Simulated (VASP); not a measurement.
# CaSe: single point with PBE

CaSe:

```xyz
2
Lattice="0.0000 3.4320 3.3000 3.4320 0.0000 3.3000 3.4320 3.4320 0.0000" Properties=species:S:1:pos:R:3 pbc="T T T"
Ca    0.0000    0.0000    0.0000
Se    5.1480    5.1480    4.9500
```

This cell differs from its parent crystal: strain +0.040 along x and y, +0.000 along z.

* Program: VASP 6.6.1
* Task: single point
* Functional: PBE
* Potentials or basis: VASP PAW PBE potentials, release 64 (Ca_sv, Se)
* Cutoff: 520 eV
* k mesh: 6 × 6 × 6
* Occupations: gaussian, width 0.05 eV
* Spin: no spin polarisation
* Dipole correction: no
* Further INCAR settings: ALGO = Normal; EDIFF = 1e-06; NBANDS = 15

* Pressure: -2.3 GPa
* Band gap on the k mesh: 2.87 eV (least direct gap 2.94 eV)

Stress tensor (GPa, compression positive):
```
-2.36  0.00  0.00
 0.00 -2.36  0.00
 0.00  0.00 -2.05
```

Levels at points of the mesh, in eV from the valence-band top:
| k point | band 4 | band 5 | band 6 | band 7 | band 8 | band 9 | band 10 | band 11 | band 12 | band 13 |
| --- | --- | --- | --- | --- | --- | --- | --- | --- | --- | --- |
| (0.00, 0.00, 0.00) | -20.51 | -10.27 | -0.12 | -0.12 | -0.07 | 2.87 | 5.01 | 5.17 | 6.77 | 6.77 |
| (0.50, 0.00, 0.00) | -20.52 | -10.07 | -1.15 | -0.10 | 0.00 | 4.80 | 5.17 | 5.19 | 5.39 | 5.95 |
| (0.50, 0.50, 0.00) | -20.52 | -10.00 | -1.10 | -0.16 | -0.16 | 3.52 | 4.70 | 5.72 | 5.73 | 5.73 |
| (0.50, 0.00, 0.50) | -20.52 | -10.01 | -1.18 | -0.08 | -0.05 | 3.46 | 4.70 | 5.70 | 5.72 | 5.73 |

Run time: 61 s on 1 thread of Intel Xeon 8259CL, with other jobs on the host, peak memory 0.22 GiB.

Caveat: the cell differs from its parent crystal (strain +0.040 along x and y, +0.000 along z). A k mesh can miss the band edges.
